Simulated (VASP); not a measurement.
# Ca (Pm-3m) in VASP: a series of runs

Runs on Ca. Level: PBE. Tasks: single point.

All numbers are computed with VASP 6.6.1; they aren't measurements. Logs are shortened: lines on timing, memory, paths and dates and some standing lists are left out, and cuts for length are marked.

### Step 1. The cell of the first run

Symmetry: Pm-3m, No. 221, cubic system. Conventional cell: a = 2.971 Å, b = 2.971 Å, c = 2.971 Å, α = 90.00°, β = 90.00°, γ = 90.00°. Within 3.9 Å of Ca (site symmetry m-3m) lie 6 Ca at 2.97 Å.

This isn't the form of Ca at room conditions, which is fcc.

### Step 2. Single point, PBE (26.22 Å³/atom)

Input file POSCAR:

```
Ca
1.0
    2.9707042346      0.0000000000      0.0000000000
    0.0000000000      2.9707042346      0.0000000000
    0.0000000000      0.0000000000      2.9707042346
Ca
1
Direct
    0.0000000000      0.0000000000      0.0000000000
```

Input file INCAR.step1:

```
SYSTEM = Ca
ALGO     = Normal         ! electronic algorithm
EDIFF    = 1E-7           ! SCF threshold, eV
ENCUT    = 520            ! plane-wave cutoff, eV
GGA      = PE             ! functional
ISIF     = 2              ! what is computed and relaxed
ISMEAR   = -1             ! smearing method
LASPH    = .True.         ! aspherical terms in the spheres
LCHARG   = .True.         ! write CHGCAR
LREAL    = .False.        ! projectors in reciprocal space
LWAVE    = .False.        ! write WAVECAR
NBANDS   = 11             ! bands
NELM     = 60             ! most SCF steps
PREC     = Accurate       ! precision mode
SIGMA    = 0.1            ! smearing width, eV
```

Input file KPOINTS.step1:

```
k-points
0
Gamma
  12 12 12
  0 0 0
```

Input file INCAR.step2:

```
SYSTEM = Ca
ALGO     = Normal         ! electronic algorithm
EDIFF    = 1E-7           ! SCF threshold, eV
ENCUT    = 520            ! plane-wave cutoff, eV
GGA      = PE             ! functional
ICHARG   = 11             ! starting density
ISIF     = 2              ! what is computed and relaxed
ISMEAR   = -5             ! smearing method
LASPH    = .True.         ! aspherical terms in the spheres
LCHARG   = .False.        ! write CHGCAR
LORBIT   = 10             ! projections on sites
LREAL    = .False.        ! projectors in reciprocal space
LWAVE    = .False.        ! write WAVECAR
NBANDS   = 11             ! bands
NEDOS    = 1001           ! points of the DOS
NELM     = 60             ! most SCF steps
PREC     = Accurate       ! precision mode
SIGMA    = 0.1            ! smearing width, eV
```

Input file KPOINTS.step2:

```
k-points
0
Gamma
  18 18 18
  0 0 0
```

Potentials or basis: VASP PAW PBE potentials, release 64 (Ca_sv).

Launch:

```
$ cat potpaw_PBE.64/Ca_sv/POTCAR > POTCAR
$ cp INCAR.step1 INCAR
$ cp KPOINTS.step1 KPOINTS
$ mpirun -np 1 vasp_std > vasp.out
$ cp INCAR.step2 INCAR
$ cp KPOINTS.step2 KPOINTS
$ mpirun -np 1 vasp_std > vasp.out
```

OUTCAR:

```text
SYSTEM = Ca
   EDIFF = 1E-7
   ENCUT = 520
   GGA = PE
   ICHARG = 11
   ISIF = 2
   ISMEAR = -5
   LASPH = .True.
   LORBIT = 10
   LREAL = .False.
   NELM = 60
   PREC = Accurate

 ion  position               nearest neighbor table
   1  0.000  0.000  0.000-

  LATTYP: Found a simple cubic cell.
 ALAT       =     2.9707042346

  Lattice vectors:

 A1 = (   2.9707042346,   0.0000000000,   0.0000000000)
 A2 = (   0.0000000000,   2.9707042346,   0.0000000000)
 A3 = (   0.0000000000,   0.0000000000,   2.9707042346)

Analysis of symmetry for initial positions (statically):
=====================================================================
 Subroutine PRICEL returns:
 Original cell was already a primitive cell.

 Routine SETGRP: Setting up the symmetry group for a
 simple cubic supercell.

 Subroutine GETGRP returns: Found 48 space group operations
 (whereof 48 operations were pure point group operations)
 out of a pool of 48 trial point group operations.

The static configuration has the point symmetry O_h .

Analysis of symmetry for dynamics (positions and initial velocities):
=====================================================================
 Subroutine PRICEL returns:
 Original cell was already a primitive cell.

 Routine SETGRP: Setting up the symmetry group for a
 simple cubic supercell.

 Subroutine GETGRP returns: Found 48 space group operations
 (whereof 48 operations were pure point group operations)
 out of a pool of 48 trial point group operations.

The dynamic configuration has the point symmetry O_h .

 Subroutine INISYM returns: Found 48 space group operations
 (whereof 48 operations are pure point group operations),
 and found     1 'primitive' translations

----------------------------------------------------------------------------------------

                                     Primitive cell

  volume of cell :      26.2167

  direct lattice vectors                    reciprocal lattice vectors
     2.970704235  0.000000000  0.000000000     0.336620519  0.000000000  0.000000000
     0.000000000  2.970704235  0.000000000     0.000000000  0.336620519  0.000000000
     0.000000000  0.000000000  2.970704235     0.000000000  0.000000000  0.336620519

  length of vectors
     2.970704235  2.970704235  2.970704235     0.336620519  0.336620519  0.336620519

  position of ions in fractional coordinates (direct lattice)
     0.000000000  0.000000000  0.000000000

  ion indices of the primitive-cell ions
   primitive index   ion index
                 1           1

----------------------------------------------------------------------------------------

 KPOINTS: k-points

Automatic generation of k-mesh.
 Grid dimensions read from file:
 generate k-points for:   18   18   18

 Generating k-lattice:

  Cartesian coordinates                     Fractional coordinates (reciprocal lattice)
     0.018701140  0.000000000  0.000000000     0.055555556  0.000000000  0.000000000
     0.000000000  0.018701140  0.000000000     0.000000000  0.055555556  0.000000000
     0.000000000  0.000000000  0.018701140     0.000000000  0.000000000  0.055555556

  Length of vectors
     0.018701140  0.018701140  0.018701140

  Shift w.r.t. Gamma in fractional coordinates (k-lattice)
     0.000000000  0.000000000  0.000000000

 TETIRR: Found   2900 inequivalent tetrahedra from    34992

 Subroutine IBZKPT returns following result:
 ===========================================

 Found    220 irreducible k-points:

 Following reciprocal coordinates:
            Coordinates               Weight
  0.000000  0.000000  0.000000      1.000000
  0.055556  0.000000  0.000000      6.000000
  0.111111  0.000000  0.000000      6.000000
  0.166667  0.000000  0.000000      6.000000
  0.222222  0.000000  0.000000      6.000000
  0.277778  0.000000  0.000000      6.000000
[... 16 lines left out ...]
  0.277778  0.111111  0.000000     24.000000
  0.333333  0.111111  0.000000     24.000000
 [... further k-points ...]
   k-points           NKPTS =    220   k-points in BZ     NKDIM =    220   number of bands    NBANDS=     11
   number of dos      NEDOS =   1001   number of ions     NIONS =      1
   total plane-waves  NPLWV =  13824
   dimension x,y,z NGX =    24 NGY =   24 NGZ =   24
   dimension x,y,z NGXF=    48 NGYF=   48 NGZF=   48
   ions per type =               1
   NGX,Y,Z   is equivalent  to a cutoff of  13.43, 13.43, 13.43 a.u.
   NGXF,Y,Z  is equivalent  to a cutoff of  26.86, 26.86, 26.86 a.u.
 SYSTEM =  Ca
   PREC   = accura    normal or accurate (medium, high low for compatibility)
   ISTART =      0    job   : 0-new  1-cont  2-samecut
   ICHARG =     11    charge: 1-file 2-atom 10-const
   ISPIN  =      1    spin polarized calculation?
   LNONCOLLINEAR =      F non collinear calculations
   LSORBIT =      F    spin-orbit coupling
   LASPH  =      T    aspherical Exc in radial PAW
   ENCUT  =  520.0 eV  38.22 Ry    6.18 a.u.   5.52  5.52  5.52*2*pi/ulx,y,z
   NELM   =     60;   NELMIN=  2; NELMDL=  0     # of ELM steps
   EDIFF  = 0.1E-06   stopping-criterion for ELM
   LREAL  =      F    real-space projection
   EDIFFG = 0.1E-05   stopping-criterion for IOM
   NSW    =      0    number of steps for IOM
   IBRION =     -1    ionic relax: 0-MD 1-quasi-New 2-CG
   NFREE  =      0    steps in history (QN), initial steepest desc. (CG)
   ISIF   =      2    stress and relaxation
   ISYM   =      2    0-nonsym 1-usesym 2-fastsym
   POTIM  = 0.5000    time-step for ionic-motion
   TEBEG  =    0.0;   TEEND  =   0.0 temperature during run
   PSTRESS=    0.0 pullay stress
   NELECT =      10.0000    total number of electrons
   NUPDOWN=      -1.0000    fix difference up-down
   EMIN   =  10.00;   EMAX   =-10.00  energy-range for DOS
   EFERMI =   0.00;   METHOD = LEGACY
   ISMEAR =    -5;   SIGMA  =   0.10  broadening in eV -4-tet -1-fermi 0-gaus
   EFERMI_NEDOS =   21; number of points for ismear=-14 and -15
   IALGO  =     38    algorithm
   IMIX   =      4    mixing-type and parameters
     AMIX     =   0.40;   BMIX     =  1.00
     AMIX_MAG =   1.60;   BMIX_MAG =  1.00
  volume/ion in A,a.u.               =      26.22       176.92
  Fermi-wavevector in a.u.,A,eV,Ry     =   1.187268  2.243611 19.178843  1.409605
  Thomas-Fermi vector in A             =   2.323423
   LORBIT       =     10    0 simple, 1 ext, 2 COOP (PROOUT), +10 PAW based schemes
   GGA     = PE    functional components
   LHFCALC =     F    Hartree Fock is set to
   AEXX    =    0.0000 exact exchange contribution
   IVDW    =     0    specifies the selected vdW correction
   LEPSILON=     F    determine dielectric tensor
   LRPA    =     F    only Hartree local field effects (RPA)
 non-spin polarized calculation
 Fermi weights with tetrahedron method with Bloechl corrections
  energy-cutoff  :      520.00
  volume of cell :       26.22
 maximum number of plane-waves:       739
 NGX is ok and might be reduce to    24

 number of electron      10.0000001 magnetization

 Free energy of the ion-electron system (eV)
  ---------------------------------------------------
  ext. energy  EPLUGINS =         0.00000000
  ---------------------------------------------------
  free energy    TOTEN  =        -1.06784740 eV

  energy without entropy =       -1.06784740  energy(sigma->0) =       -1.06784740

 E-fermi :   4.1129     XC(G=0):  -9.3510

 val. band max:        4.0486469496   @ k =   0.5000   0.4444   0.3889
 cond. band min:       3.9612023472   @ k =   0.5000   0.1111   0.1111
 fundamental gap:     -0.0874446024
 Fermi energy:         4.1128614769

 k-point     1 :       0.0000    0.0000    0.0000
  band No.  band energies     occupation
      1     -37.4104      2.00000
      2     -17.9634      2.00000
      3     -17.9634      2.00000
      4     -17.9634      2.00000
      5      -0.2951      2.00000
      6       4.6914      0.00000
      7       4.6914      0.00000
      8      10.0800      0.00000
      9      10.0800      0.00000
     10      10.0800      0.00000
     11      16.7496      0.00000

 k-point     2 :       0.0556    0.0000    0.0000
  band No.  band energies     occupation
      1     -37.4066      2.00000
      2     -17.9939      2.00000
      3     -17.9607      2.00000
      4     -17.9607      2.00000
      5      -0.2264      2.00000
      6       4.7131      0.00000
      7       4.7398      0.00000
      8       9.9871      0.00000
      9       9.9871      0.00000
     10      10.0861      0.00000
     11      16.3197      0.00000

 k-point     3 :       0.1111    0.0000    0.0000
  band No.  band energies     occupation
      1     -37.3957      2.00000
      2     -18.0812      2.00000
      3     -17.9532      2.00000
      4     -17.9532      2.00000
      5      -0.0252      2.00000
      6       4.7764      0.00000
      7       4.8747      0.00000
      8       9.7358      0.00000
      9       9.7358      0.00000
     10      10.1037      0.00000
     11      15.3903      0.00000

 k-point     4 :       0.1667    0.0000    0.0000
  band No.  band energies     occupation
      1     -37.3789      2.00000
      2     -18.2127      2.00000
      3     -17.9416      2.00000
      4     -17.9416      2.00000
      5       0.2958      2.00000
      6       4.8762      0.00000
      7       5.0632      0.00000
      8       9.3880      0.00000
      9       9.3880      0.00000
     10      10.1309      0.00000
     11      14.3832      0.00000

 k-point     5 :       0.2222    0.0000    0.0000
  band No.  band energies     occupation
      1     -37.3582      2.00000
      2     -18.3704      2.00000
      3     -17.9274      2.00000
      4     -17.9274      2.00000
      5       0.7188      2.00000
      6       5.0034      0.00000
      7       5.2450      0.00000
      8       9.0073      0.00000
      9       9.0073      0.00000
     10      10.1644      0.00000
     11      13.4982      0.00000
[... 211 lines left out ...]
 k-point    21 :       0.1667    0.1111    0.0000
  band No.  band energies     occupation
      1     -37.3644      2.00000
      2     -18.2012      2.00000
      3     -18.0561      2.00000
      4     -17.9317      2.00000
      5       0.5499      2.00000
      6       5.0088      0.00000
      7       5.2153      0.00000
      8       8.9693      0.00000
      9       9.3993      0.00000
     10       9.8407      0.00000
     11      14.8006      0.00000

 k-point    22 :       0.2222    0.1111    0.0000
  band No.  band energies     occupation
      1     -37.3438      2.00000
      2     -18.3572      2.00000
      3     -18.0408      2.00000
      4     -17.9175      2.00000
      5       0.9598      2.00000
      6       5.1290      0.00000
      7       5.4083      0.00000
      8       8.5875      0.00000
      9       9.0388      0.00000
     10       9.8734      0.00000
     11      13.8793      0.00000

 k-point    23 :       0.2778    0.1111    0.0000
  band No.  band energies     occupation
      1     -37.3217      2.00000
      2     -18.5195      2.00000
      3     -18.0241      2.00000
      4     -17.9024      2.00000
      5       1.4483      2.00000
      6       5.2406      0.00000
      7       5.5124      0.00000
      8       8.2825      0.00000
      9       8.6862      0.00000
     10       9.9153      0.00000
     11      13.1572      0.00000

 k-point    24 :       0.3333    0.1111    0.0000
  band No.  band energies     occupation
      1     -37.3009      2.00000
      2     -18.6687      2.00000
      3     -18.0084      2.00000
      4     -17.8882      2.00000
      5       1.9966      2.00000
      6       5.2234      0.00000
      7       5.5389      0.00000
      8       8.0969      0.00000
      9       8.3810      0.00000
     10       9.9566      0.00000
     11      12.6910      0.00000

 [... further k-points ...]

------------------------ aborting loop because EDIFF is reached ----------------------------------------

  FORCE on cell =-STRESS in cart. coord.  units (eV):
  Direction    XX          YY          ZZ          XY          YZ          ZX
  --------------------------------------------------------------------------------------
  -------------------------------------------------------------------------------------
  Total        2.0691242      2.0691242      2.0691242      0.0000000      0.0000000     -0.0000000
  in kB      126.4500181    126.4500181    126.4500181      0.0000000      0.0000000     -0.0000000
  external PRESSURE =     126.4500181 kB  Pullay stress =       0.0000000 kB

 VOLUME and BASIS-vectors are now :
 -----------------------------------------------------------------------------
  energy-cutoff  :      520.00
  volume of cell :       26.22
      direct lattice vectors                 reciprocal lattice vectors
     2.970704235  0.000000000  0.000000000     0.336620519  0.000000000  0.000000000
     0.000000000  2.970704235  0.000000000     0.000000000  0.336620519  0.000000000
     0.000000000  0.000000000  2.970704235     0.000000000  0.000000000  0.336620519

 POSITION                                       TOTAL-FORCE (eV/Angst)
 -----------------------------------------------------------------------------------
      0.00000      0.00000      0.00000         0.000000      0.000000      0.000000
 -----------------------------------------------------------------------------------
    total drift:                               -0.000000     -0.000000      0.000000

  FREE ENERGIE OF THE ION-ELECTRON SYSTEM (eV)
  ---------------------------------------------------
  free  energy   TOTEN  =        -1.0678474046 eV

  energy  without entropy=       -1.0678474046  energy(sigma->0) =       -1.06784740

 total charge

# of ion       s       p       d       tot
------------------------------------------
    1        2.091   5.833   0.373   8.297
```

Run time: 59 s. Hardware: 1 thread of Intel Xeon 8259CL, shared host; peak memory 0.18 GiB.

Results:

```yaml
Valence_electrons_inside_the_program's_atomic_spheres: Ca 8.30
```

### Step 3. Single point, PBE

This run uses another cell than the first one, of 43.69 Å³/atom.

Input file POSCAR:

```
Ca
1.0
    3.5221593339      0.0000000000      0.0000000000
    0.0000000000      3.5221593339      0.0000000000
    0.0000000000      0.0000000000      3.5221593339
Ca
1
Direct
    0.0000000000      0.0000000000      0.0000000000
```

INCAR.step1 is that of step 2.

KPOINTS.step1 is that of step 2.

INCAR.step2: that of step 2 with these lines changed.

```diff
@@ -10,3 +10,3 @@
 LCHARG   = .False.        ! write CHGCAR
-LORBIT   = 10             ! projections on sites
+LORBIT   = 11             ! projections on sites
 LREAL    = .False.        ! projectors in reciprocal space
@@ -14,3 +14,3 @@
 NBANDS   = 11             ! bands
-NEDOS    = 1001           ! points of the DOS
+NEDOS    = 2001           ! points of the DOS
 NELM     = 60             ! most SCF steps
```

KPOINTS.step2 is that of step 2.

Potentials or basis: VASP PAW PBE potentials, release 64 (Ca_sv).

Launch:

```
$ cat potpaw_PBE.64/Ca_sv/POTCAR > POTCAR
$ cp INCAR.step1 INCAR
$ cp KPOINTS.step1 KPOINTS
$ mpirun -np 1 vasp_std > vasp.out
$ cp INCAR.step2 INCAR
$ cp KPOINTS.step2 KPOINTS
$ mpirun -np 1 vasp_std > vasp.out
```

It took 2.1 min on 1 thread of Intel Xeon 8259CL, shared host; peak memory 0.23 GiB.

It converged, with:

| Property | Result |
| --- | --- |
| Valence electrons inside the program's atomic spheres | Ca 8.10 |

Levels at points of the mesh, in eV from the Fermi level:
```
           k point  band 3  band 4  band 5  band 6  band 7  band 8
(0.00, 0.00, 0.00)  -23.12  -23.12   -3.83    0.83    0.83    4.05
(0.50, 0.00, 0.00)  -23.10  -23.10   -1.19   -0.51    1.33    2.84
(0.50, 0.50, 0.00)  -23.30  -23.08   -0.35    0.90    2.32    2.32
(0.50, 0.50, 0.50)  -23.27  -23.27    0.69    0.69    0.69    4.79
```

### Step 4. Single point, PBE (43.69 Å³/atom)

This run uses another cell than the first one, of 43.69 Å³/atom.

POSCAR is that of step 3.

Input file INCAR.step1:

```
  PREC = Accurate
  ENCUT = 520
  EDIFF = 1E-6
  ISMEAR = -1
  SIGMA = 0.1
  LREAL = F
  LASPH = T
  NELM = 60
  ALGO = Normal
  ISIF = 2
  LWAVE = F
  LCHARG = T
  GGA = PE
  NBANDS = 11
```

Input file KPOINTS.step1:

```
Automatic mesh
0
Gamma
  12 12 12
```

Input file INCAR.step2:

```
  PREC = Accurate
  ENCUT = 520
  EDIFF = 1E-6
  ISMEAR = -5
  SIGMA = 0.1
  LREAL = F
  LASPH = T
  NELM = 60
  ALGO = Normal
  ISIF = 2
  LWAVE = F
  LCHARG = F
  GGA = PE
  LORBIT = 10
  NEDOS = 2001
  ICHARG = 11
```

Input file KPOINTS.step2:

```
Automatic mesh
0
Gamma
  18 18 18
```

Launch:

```
$ cat potpaw_PBE.64/Ca_sv/POTCAR > POTCAR
$ cp INCAR.step1 INCAR
$ cp KPOINTS.step1 KPOINTS
$ mpirun -np 1 vasp_std > vasp.out
$ cp INCAR.step2 INCAR
$ cp KPOINTS.step2 KPOINTS
$ mpirun -np 1 vasp_std > vasp.out
```

It took 90 s on 1 thread of Intel Xeon 8259CL, shared host; peak memory 0.22 GiB.

The run converged. Its results:

| Property | Result |
| --- | --- |
| Valence electrons inside the program's atomic spheres | Ca 8.10 |

Levels at points of the mesh, in eV from the Fermi level:
```csv
k point,band 3,band 4,band 5,band 6,band 7,band 8
"(0.00, 0.00, 0.00)",-23.12,-23.12,-3.83,0.83,0.83,4.05
"(0.50, 0.00, 0.00)",-23.10,-23.10,-1.19,-0.51,1.33,2.84
"(0.50, 0.50, 0.00)",-23.30,-23.08,-0.35,0.90,2.32,2.32
"(0.50, 0.50, 0.50)",-23.27,-23.27,0.69,0.69,0.69,4.79
```
